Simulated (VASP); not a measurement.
A run of VASP 6.6.1 is set up as follows.

POSCAR

```
HfB2
1.0
    3.1768890000      0.0000000000      0.0000000000
   -1.5884445000      2.7512665800      0.0000000000
    0.0000000000      0.0000000000      3.5278766600
Hf B
1 2
Direct
    0.0000000000      0.0000000000      0.0000000000
    0.3333333300      0.6666666700      0.5000000000
    0.6666666700      0.3333333300      0.5000000000
```

File INCAR.step1:

```
SYSTEM = HfB2
PREC = Accurate
ENCUT = 500
ISMEAR = -1
SIGMA = 0.1
LREAL = .False.
LASPH = .True.
NELM = 120
GGA = PE
ALGO = Normal
EDIFF = 1E-5
LWAVE = .True.
LCHARG = .False.
GGA_COMPAT = .False.
IBRION = 2
EDIFFG = -0.01
NELMIN = 4
NSW = 100
```

INCAR.step2

```
SYSTEM = HfB2
PREC = Accurate
ENCUT = 500
EDIFF = 1E-7
ISMEAR = -1
SIGMA = 0.1
LREAL = .False.
LASPH = .True.
NELM = 120
ALGO = Normal
ISIF = 2
LWAVE = .False.
LCHARG = .False.
METAGGA = R2SCAN
LMIXTAU = .True.
IBRION = 2
NSW = 50
EDIFFG = -0.01
ISTART = 1
GGA_COMPAT = .False.
NELMIN = 4
```

Contents of KPOINTS:

```
Automatic mesh
0
Gamma
  12 12 10
  0 0 0
```

Potentials or basis: VASP PAW PBE potentials, release 64 (Hf_pv, B).

Command:

```sh
$ cat potpaw_PBE.64/Hf_pv/POTCAR potpaw_PBE.64/B/POTCAR > POTCAR
$ cp INCAR.step1 INCAR
$ mpirun -np 1 vasp_std > vasp.out
$ cp INCAR.step2 INCAR
$ mpirun -np 1 vasp_std > vasp.out
```

Question: What does it give for the band gap on the k mesh?

Answer: Zero (bands 8 and 9 overlap by 1.39 eV).

Stress tensor (GPa, compression positive):
```
-10.43   0.00   0.00
  0.00 -10.43   0.00
  0.00   0.00  -9.31
```

Caveat: the relaxation stopped at its first step, so nothing moved; the PAW data sets were made with another functional, which shifts forces and pressure a little; spin-orbit coupling is left out, which moves the levels of the heavy elements.
